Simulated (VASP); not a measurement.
K3Na, 4 atoms in the cell. Symmetry: Fm-3m, No. 225, cubic system. Conventional cell: a = 10.145 Å, b = 10.145 Å, c = 10.145 Å, α = 90.00°, β = 90.00°, γ = 90.00°. Within 5.8 Å of K (site symmetry -43m) lie 10 K at 4.39 to 5.07 Å and 4 Na at 4.39 Å. Within 5.8 Å of K (site symmetry m-3m) lie 8 K at 4.39 Å and 6 Na at 5.07 Å. Na (site symmetry m-3m) has 14 K at 4.39 to 5.07 Å within 5.8 Å. 

```yaml
Program: VASP 6.6.1
Task: single point
Functional: PBEsol
Potentials_or_basis: VASP PAW PBE potentials, release 64 (K_sv, Na_pv)
Cutoff: 520 eV
k_mesh: 4 × 4 × 4
Occupations: fermi-dirac, width 0.1 eV
Spin: no spin polarisation
Dipole_correction: no
Further_INCAR_settings: ALGO = Normal; EDIFF = 1e-06; NBANDS = 25
```

Potentials or basis: VASP PAW PBE potentials, release 64 (K_sv, Na_pv).

The run is started by

```console
$ cat potpaw_PBE.64/K_sv/POTCAR potpaw_PBE.64/Na_pv/POTCAR > POTCAR
$ mpirun -np 1 vasp_std > vasp.out
```

Hardware: 1 thread of Intel(R) Xeon(R) 6975P-C (Granite Rapids), on a shared host.

Question: Estimate the wall time of this run.

Answer: Run time: 33 s on 1 thread of Intel(R) Xeon(R) 6975P-C (Granite Rapids) (shared host), peak memory 0.39 GiB. Counts: scf iterations 12, k points 8.
